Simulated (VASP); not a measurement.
A run of VASP 6.6.1 is set up as follows.

The input POSCAR:

```
Au
1.0
    0.0000000000      2.0400000000      2.0400000000
    2.0400000000      0.0000000000      2.0400000000
    2.0400000000      2.0400000000      0.0000000000
Au
1
Direct
    0.0000000000      0.0000000000      0.0000000000
```

File INCAR.step1:

```
SYSTEM = Au
PREC = Accurate ; ENCUT = 600
ISMEAR = 0 ; SIGMA = 0.1
LREAL = .FALSE. ; LASPH = .TRUE.
NELM = 80 ; GGA = PE
ALGO = Normal ; EDIFF = 1E-4
LWAVE = .TRUE. ; LCHARG = .FALSE.
```

INCAR.step2

```
SYSTEM = Au
PREC = Accurate ; ENCUT = 600
EDIFF = 1E-6 ; ISMEAR = 0
SIGMA = 0.1 ; LREAL = .FALSE.
LASPH = .TRUE. ; NELM = 80
ALGO = Normal ; ISIF = 3
LWAVE = .FALSE. ; LCHARG = .FALSE.
METAGGA = R2SCAN ; LMIXTAU = .TRUE.
IBRION = 2 ; NSW = 80
EDIFFG = -0.003 ; ISTART = 1
```

Contents of KPOINTS:

```
Automatic mesh
0
G
  34 34 34
  0 0 0
```

Potentials or basis: VASP PAW PBE potentials, release 64 (Au).

Run with:

```console
$ cat potpaw_PBE.64/Au/POTCAR > POTCAR
$ cp INCAR.step1 INCAR
$ mpirun -np 1 vasp_std > vasp.out
$ cp INCAR.step2 INCAR
$ mpirun -np 1 vasp_std > vasp.out
```

(1) Estimate the band gap on the k mesh.

(2) What does it give for the space group after relaxing (to 0.1 Å)?

Answers

(1) zero (an odd number of electrons rules out a gap without spin polarisation).

(2) Fm-3m (No. 225).

Caveat: spin-orbit coupling is left out, which moves the levels of the heavy elements.
